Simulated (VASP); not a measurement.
A run of VASP 6.6.1 is set up as follows.

Contents of INCAR:

```
SYSTEM = Ca2SeI2
PREC     = Accurate       ! precision mode
ENCUT    = 520            ! plane-wave cutoff, eV
EDIFF    = 1E-6           ! SCF threshold, eV
ISMEAR   = 0              ! smearing method
SIGMA    = 0.1            ! smearing width, eV
LREAL    = .FALSE.        ! projectors in reciprocal space
LASPH    = .TRUE.         ! aspherical terms in the spheres
NELM     = 100            ! most SCF steps
ALGO     = Normal         ! electronic algorithm
ISIF     = 2              ! what is computed and relaxed
LWAVE    = .FALSE.        ! write WAVECAR
LCHARG   = .FALSE.        ! write CHGCAR
GGA      = PE             ! functional
NBANDS   = 28             ! bands
```

The input KPOINTS:

```
Automatic mesh
0
G
  6 6 2
  0 0 0
```

Contents of POSCAR:

```
Ca2SeI2
1.0
    4.9659734100      0.0000000000      0.0000000000
   -2.4829867100      4.3006591300      0.0000000000
    0.0000000000      0.0000000000      8.2254723000
Ca Se I
2 1 2
Direct
    0.3333333300      0.6666666700      0.0000000000
    0.6666666700      0.3333333300      0.0000000000
    0.0000000000      0.0000000000      0.0000000000
    0.0000000000      0.0000000000      0.7435712700
    0.0000000000      0.0000000000      0.2564287300
```

Potentials or basis: VASP PAW PBE potentials, release 64 (Ca_sv, Se, I).

Launch:

```sh
$ cat potpaw_PBE.64/Ca_sv/POTCAR potpaw_PBE.64/Se/POTCAR potpaw_PBE.64/I/POTCAR > POTCAR
$ mpirun -np 1 vasp_std > vasp.out
```

Q: Predict the largest force.

A: 16.884 eV/Å.

Q: Estimate the band gap on the k mesh.

A: Zero (band 20 reaches 4.53 eV, above the bottom of band 21 at 4.24 eV).

Q: Predict the pressure.

A: 27.3 GPa.

Stress tensor (GPa, compression positive):
```
 7.70  0.00  0.00
 0.00  7.70  0.00
 0.00  0.00 66.46
```

Caveat: the k points lie up to 0.38 Å⁻¹ apart; spin-orbit coupling is left out, which moves the levels of the heavy elements; forces of over 1 eV/Å act on the atoms, so gaps and moduli don't describe the material at rest.
